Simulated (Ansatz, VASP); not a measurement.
## Au: VASP beside Ansatz

File POSCAR:

```
Au
1.0
    0.0000000000      2.0213418704      2.0213418704
    2.0213418704      0.0000000000      2.0213418704
    2.0213418704      2.0213418704      0.0000000000
Au
1
Direct
    0.0000000000      0.0000000000      0.0000000000
```

Contents of INCAR.step1:

```
SYSTEM = Au
ALGO = Normal
EDIFF = 1E-5
ENCUT = 520
GGA = PE
ISIF = 2
ISMEAR = -1
LASPH = .TRUE.
LCHARG = .FALSE.
LREAL = .FALSE.
LWAVE = .TRUE.
NBANDS = 12
NELM = 60
PREC = Accurate
SIGMA = 0.05
```

The input INCAR.step2:

```
SYSTEM = Au
AEXX = 1.0
AGGAC = 0.0
ALDAC = 0.0
ALGO = Normal
EDIFF = 1E-6
ENCUT = 520
GGA = PE
ISIF = 2
ISMEAR = -1
ISTART = 1
LASPH = .TRUE.
LCHARG = .FALSE.
LHFCALC = .TRUE.
LREAL = .FALSE.
LWAVE = .FALSE.
NBANDS = 12
NELM = 60
PREC = Accurate
PRECFOCK = Normal
SIGMA = 0.05
```

KPOINTS

```
k-points
0
G
  6 6 6
  0 0 0
```

The input input.yaml:

```yaml
crystal:
  lattice:
    - [0.0, 2.0213418704, 2.0213418704]
    - [2.0213418704, 0.0, 2.0213418704]
    - [2.0213418704, 2.0213418704, 0.0]
  atoms:
    - { symbol: Au, position: [0.0, 0.0, 0.0] }
hamiltonian:
  xc: hf
  pseudopotentials: { kind: paw }
kpoints:
  mp_grid: { grid: [6, 6, 6] }
scf:
  occupations: { method: fermi_dirac, width: 0.05 }
output:
  forces: true
  stress: true
  eigenvalues: true
```

Alike in both runs: task single point; functional HF; k mesh 6 × 6 × 6; occupations fermi-dirac, width 0.05 eV; no spin polarisation.

```csv
,VASP,Ansatz
version,VASP 6.6.1,Ansatz 0.2.0
potentials or method,"VASP PAW PBE potentials, release 64 (Au)",Ansatz PAW
plane-wave cutoff (eV),520,420
valence electrons in the cell,11,19
```

```csv
,VASP,Ansatz,Ansatz less VASP
gap on the k mesh at the Fermi level (eV),none,none,-
pressure (GPa),29.7,30.5,+0.78
```

VASP's potentials were made for PBE, not for HF. A gap of «none» marks a metal or a gap that the smearing closes. Both programs put the cell under a high pressure, so it lies far from rest at this level. The functional is the same, so the differences come from potentials, cutoffs and numerics. VASP's potentials hold 11 valence electrons a cell and Ansatz's 19, so a difference there can come from the potentials and not from the codes.

The k mesh is coarse, so the values compare programs but aren't converged. Spin-orbit coupling is off throughout.
